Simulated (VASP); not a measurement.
BAs, 2 atoms in the cell. Symmetry: I-4m2, No. 119, tetragonal system. Conventional cell: a = 3.378 Å, b = 3.378 Å, c = 4.395 Å, α = 90.00°, β = 90.00°, γ = 90.00°. B (site symmetry -4m2) has 4 As at 2.01 Å within 2.7 Å. As (site symmetry -4m2) has 4 B at 2.01 Å within 2.7 Å.  This cell differs from its parent crystal: strain +0.000 along x and y, -0.080 along z.

* Program: VASP 6.6.1
* Task: single point
* Functional: PBE
* Potentials or basis: VASP PAW PBE potentials, release 64 (B, As)
* Cutoff: 520 eV
* k mesh: 10 × 10 × 10
* Occupations: gaussian, width 0.05 eV
* Spin: no spin polarisation
* Dipole correction: no
* Further INCAR settings: ALGO = Normal; EDIFF = 1e-06; NBANDS = 11

Potentials or basis: VASP PAW PBE potentials, release 64 (B, As).

The run is started by

```bash
$ cat potpaw_PBE.64/B/POTCAR potpaw_PBE.64/As/POTCAR > POTCAR
$ mpirun -np 1 vasp_std > vasp.out
```

Hardware: 1 thread of Intel Xeon 8259CL, with other jobs on the host.

Q: How long does it take, and how much memory?

A: Wall time 33 s on 1 thread of Intel Xeon 8259CL, with other jobs on the host, peak memory 0.16 GiB. Counts: scf iterations 12, k points 102.
